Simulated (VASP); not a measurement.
# Ir (P6_3/mmc) in VASP: notebook, part 2 of 2

VASP 6.6.1.

### Step 3. Single point, PBEsol (strain +0.000 along x and y, -0.080 along z)

Contents of INCAR:

```
PREC = Accurate
ENCUT = 520
EDIFF = 1E-6
ISMEAR = 0
SIGMA = 0.15
LREAL = F
LASPH = T
NELM = 100
ALGO = Normal
ISIF = 2
LWAVE = F
LCHARG = T
GGA = PS
LELF = T
LVHAR = T
NBANDS = 16
```

Contents of KPOINTS:

```
regular mesh
0
Gamma
  18 18 12
```

Contents of POSCAR:

```
Ir
1.0
    2.7513778946      0.0000000000      0.0000000000
   -1.3756889473      2.3827631521      0.0000000000
    0.0000000000      0.0000000000      4.1053068000
Ir
2
Direct
    0.6666666667      0.3333333333      0.7500000000
    0.3333333333      0.6666666667      0.2500000000
```

Potentials or basis: VASP PAW PBE potentials, release 64 (Ir).

Launch:

```
$ cat potpaw_PBE.64/Ir/POTCAR > POTCAR
$ mpirun -np 1 vasp_std > vasp.out
```

OUTCAR:

```text
PREC = Accurate
   ENCUT = 520
   EDIFF = 1E-6
   ISMEAR = 0
   LREAL = F
   LASPH = T
   NELM = 100
   ISIF = 2
   GGA = PS

 ion  position               nearest neighbor table
   1  0.667  0.333  0.750-   2 2.60   2 2.60   2 2.60   2 2.60   2 2.60   2 2.60
   2  0.333  0.667  0.250-   1 2.60   1 2.60   1 2.60   1 2.60   1 2.60   1 2.60

  LATTYP: Found a hexagonal cell.
 ALAT       =     2.7513778946
 C/A-ratio  =     1.4920912202

  Lattice vectors:

 A1 = (   2.7513778946,   0.0000000000,   0.0000000000)
 A2 = (  -1.3756889473,   2.3827631521,   0.0000000000)
 A3 = (   0.0000000000,   0.0000000000,   4.1053068000)

Analysis of symmetry for initial positions (statically):
=====================================================================
 Subroutine PRICEL returns:
 Original cell was already a primitive cell.

 Routine SETGRP: Setting up the symmetry group for a
 hexagonal supercell.

 Subroutine GETGRP returns: Found 24 space group operations
 (whereof 12 operations were pure point group operations)
 out of a pool of 24 trial point group operations.

The static configuration has the point symmetry D_3d.
 The point group associated with its full space group is D_6h.

Analysis of symmetry for dynamics (positions and initial velocities):
=====================================================================
 Subroutine PRICEL returns:
 Original cell was already a primitive cell.

 Routine SETGRP: Setting up the symmetry group for a
 hexagonal supercell.

 Subroutine GETGRP returns: Found 24 space group operations
 (whereof 12 operations were pure point group operations)
 out of a pool of 24 trial point group operations.

The dynamic configuration has the point symmetry D_3d.
 The point group associated with its full space group is D_6h.

 Subroutine INISYM returns: Found 24 space group operations
 (whereof 12 operations are pure point group operations),
 and found     1 'primitive' translations

----------------------------------------------------------------------------------------

                                     Primitive cell

  volume of cell :      26.9139

  direct lattice vectors                    reciprocal lattice vectors
     2.751377895  0.000000000  0.000000000     0.363454254  0.209840411  0.000000000
    -1.375688947  2.382763152  0.000000000     0.000000000  0.419680823  0.000000000
     0.000000000  0.000000000  4.105306800     0.000000000  0.000000000  0.243587154

  length of vectors
     2.751377895  2.751377895  4.105306800     0.419680823  0.419680823  0.243587154

  position of ions in fractional coordinates (direct lattice)
     0.666666667  0.333333333  0.750000000
     0.333333333  0.666666667  0.250000000

  ion indices of the primitive-cell ions
   primitive index   ion index
                 1           1
                 2           2

----------------------------------------------------------------------------------------

 KPOINTS: regular mesh

Automatic generation of k-mesh.
 Grid dimensions read from file:
 generate k-points for:   18   18   12

 Generating k-lattice:

  Cartesian coordinates                     Fractional coordinates (reciprocal lattice)
     0.020191903  0.011657801  0.000000000     0.055555556  0.000000000  0.000000000
     0.000000000  0.023315601  0.000000000     0.000000000  0.055555556  0.000000000
     0.000000000  0.000000000  0.020298930     0.000000000  0.000000000  0.083333333

  Length of vectors
     0.023315601  0.023315601  0.020298930

  Shift w.r.t. Gamma in fractional coordinates (k-lattice)
     0.000000000  0.000000000  0.000000000

 Subroutine IBZKPT returns following result:
 ===========================================

 Found    259 irreducible k-points:

 Following reciprocal coordinates:
            Coordinates               Weight
  0.000000  0.000000  0.000000      1.000000
  0.055556  0.000000  0.000000      6.000000
  0.111111  0.000000  0.000000      6.000000
  0.166667  0.000000  0.000000      6.000000
  0.222222  0.000000  0.000000      6.000000
  0.277778  0.000000  0.000000      6.000000
[... 16 lines left out ...]
  0.333333  0.111111  0.000000     12.000000
  0.388889  0.111111  0.000000     12.000000
 [... further k-points ...]
   k-points           NKPTS =    259   k-points in BZ     NKDIM =    259   number of bands    NBANDS=     16
   number of dos      NEDOS =    301   number of ions     NIONS =      2
   total plane-waves  NPLWV =  12800
   dimension x,y,z NGX =    20 NGY =   20 NGZ =   32
   dimension x,y,z NGXF=    40 NGYF=   40 NGZF=   64
   ions per type =               2
   NGX,Y,Z   is equivalent  to a cutoff of  12.08, 12.08, 12.96 a.u.
   NGXF,Y,Z  is equivalent  to a cutoff of  24.17, 24.17, 25.92 a.u.
 SYSTEM =  unknown system
   PREC   = accura    normal or accurate (medium, high low for compatibility)
   ISTART =      0    job   : 0-new  1-cont  2-samecut
   ICHARG =      2    charge: 1-file 2-atom 10-const
   ISPIN  =      1    spin polarized calculation?
   LNONCOLLINEAR =      F non collinear calculations
   LSORBIT =      F    spin-orbit coupling
   LASPH  =      T    aspherical Exc in radial PAW
   ENCUT  =  520.0 eV  38.22 Ry    6.18 a.u.   5.12  5.12  7.63*2*pi/ulx,y,z
   NELM   =    100;   NELMIN=  2; NELMDL= -5     # of ELM steps
   EDIFF  = 0.1E-05   stopping-criterion for ELM
   LREAL  =      F    real-space projection
   EDIFFG = 0.1E-04   stopping-criterion for IOM
   NSW    =      0    number of steps for IOM
   IBRION =     -1    ionic relax: 0-MD 1-quasi-New 2-CG
   NFREE  =      0    steps in history (QN), initial steepest desc. (CG)
   ISIF   =      2    stress and relaxation
   ISYM   =      2    0-nonsym 1-usesym 2-fastsym
   POTIM  = 0.5000    time-step for ionic-motion
   TEBEG  =    0.0;   TEEND  =   0.0 temperature during run
   PSTRESS=    0.0 pullay stress
   NELECT =      18.0000    total number of electrons
   NUPDOWN=      -1.0000    fix difference up-down
   EMIN   =  10.00;   EMAX   =-10.00  energy-range for DOS
   EFERMI =   0.00;   METHOD = LEGACY
   ISMEAR =     0;   SIGMA  =   0.15  broadening in eV -4-tet -1-fermi 0-gaus
   EFERMI_NEDOS =   21; number of points for ismear=-14 and -15
   IALGO  =     38    algorithm
   IMIX   =      4    mixing-type and parameters
     AMIX     =   0.40;   BMIX     =  1.00
     AMIX_MAG =   1.60;   BMIX_MAG =  1.00
  volume/ion in A,a.u.               =      13.46        90.81
  Fermi-wavevector in a.u.,A,eV,Ry     =   1.431661  2.705446 27.887211  2.049652
  Thomas-Fermi vector in A             =   2.551373
   LORBIT       =      0    0 simple, 1 ext, 2 COOP (PROOUT), +10 PAW based schemes
   GGA     = PS    functional components
   LHFCALC =     F    Hartree Fock is set to
   AEXX    =    0.0000 exact exchange contribution
   IVDW    =     0    specifies the selected vdW correction
   LEPSILON=     F    determine dielectric tensor
   LRPA    =     F    only Hartree local field effects (RPA)
 non-spin polarized calculation
 Gauss-broadening in eV      SIGMA  =   0.15
  energy-cutoff  :      520.00
  volume of cell :       26.91
 maximum number of plane-waves:       739
   NGX = 11   NGY = 11   NGZ = 15

 number of electron      17.9999999 magnetization

 Free energy of the ion-electron system (eV)
  ---------------------------------------------------
  ext. energy  EPLUGINS =         0.00000000
  ---------------------------------------------------
  free energy    TOTEN  =       -19.22161390 eV

  energy without entropy =      -19.19211314  energy(sigma->0) =      -19.20686352

 E-fermi :  11.3522     XC(G=0): -14.3870

 val. band max:       11.3504921575   @ k =   0.2778   0.1111   0.4167
 cond. band min:      11.3606922090   @ k =   0.3333   0.2778   0.0000
 fundamental gap:      0.0102000515
 Fermi energy:        11.3522261224

 k-point     1 :       0.0000    0.0000    0.0000
  band No.  band energies     occupation
      1      -0.5978      2.00000
      2       2.5727      2.00000
      3       7.0026      2.00000
      4       7.0026      2.00000
      5       7.8989      2.00000
      6       7.9268      2.00000
[... 8 lines left out ...]
     15      28.8819      0.00000
     16      29.3966      0.00000
[... 419 lines left out ...]
 k-point    24 :       0.3889    0.1111    0.0000
  band No.  band energies     occupation
      1       3.4277      2.00000
      2       3.5197      2.00000
      3       3.8755      2.00000
      4       6.1802      2.00000
      5       6.5625      2.00000
      6       7.7948      2.00000
[... 8 lines left out ...]
     15      23.2072      0.00000
     16      25.2001      0.00000

 [... further k-points ...]

------------------------ aborting loop because EDIFF is reached ----------------------------------------

  FORCE on cell =-STRESS in cart. coord.  units (eV):
  Direction    XX          YY          ZZ          XY          YZ          ZX
  --------------------------------------------------------------------------------------
  -------------------------------------------------------------------------------------
  Total        2.3538885      2.3538885      8.4742468     -0.0000000      0.0000000      0.0000000
  in kB      140.1263244    140.1263244    504.4695433     -0.0000000      0.0000000      0.0000000
  external PRESSURE =     261.5740641 kB  Pullay stress =       0.0000000 kB

 VOLUME and BASIS-vectors are now :
 -----------------------------------------------------------------------------
  energy-cutoff  :      520.00
  volume of cell :       26.91
      direct lattice vectors                 reciprocal lattice vectors
     2.751377895  0.000000000  0.000000000     0.363454254  0.209840411  0.000000000
    -1.375688947  2.382763152  0.000000000     0.000000000  0.419680823  0.000000000
     0.000000000  0.000000000  4.105306800     0.000000000  0.000000000  0.243587154

 POSITION                                       TOTAL-FORCE (eV/Angst)
 -----------------------------------------------------------------------------------
      1.37569      0.79425      3.07898        -0.000000      0.000000      0.000000
     -0.00000      1.58851      1.02633         0.000000     -0.000000      0.000000
 -----------------------------------------------------------------------------------
    total drift:                               -0.000000      0.000000     -0.000000

  FREE ENERGIE OF THE ION-ELECTRON SYSTEM (eV)
  ---------------------------------------------------
  free  energy   TOTEN  =       -19.2216139014 eV

  energy  without entropy=      -19.1921131445  energy(sigma->0) =      -19.20686352
```

stdout:

```text
POSCAR found type information on POSCAR Ir
 POSCAR found :  1 types and       2 ions
 scaLAPACK will be used
 -----------------------------------------------------------------------------
|                                                                             |
|                                                                             |
|     You enforced a specific xc type in the INCAR file but a different       |
|     I HOPE YOU KNOW WHAT YOU ARE DOING!                                     |
|                                                                             |
 -----------------------------------------------------------------------------

 LDA part: xc-table for (Slater+PW92), standard interpolation
 POSCAR, INCAR and KPOINTS ok, starting setup
 FFT: planning ... GRIDC
 FFT: planning ... GRID_SOFT
 FFT: planning ... GRID
 WAVECAR not read
 entering main loop
```

Wall time 62 s (1 thread of AMD EPYC 7R13 (Zen 3), shared host); peak memory 0.18 GiB.

What came out:

```yaml
Free_energy: -19.2216 eV
Pressure: 26.2 GPa
Band_gap_on_the_k_mesh: zero (bands 9 and 10 overlap by 3.28 eV)
```

Stress tensor (GPa, compression positive):
```
14.01  0.00  0.00
 0.00 14.01  0.00
 0.00  0.00 50.45
```

Caveat: the cell differs from its parent crystal (strain +0.000 along x and y, -0.080 along z); the stress differs along the axes, from 14 to 50 GPa; the PAW data sets were made with another functional, which shifts forces and pressure a little; spin-orbit coupling is left out, which moves the levels of the heavy elements.
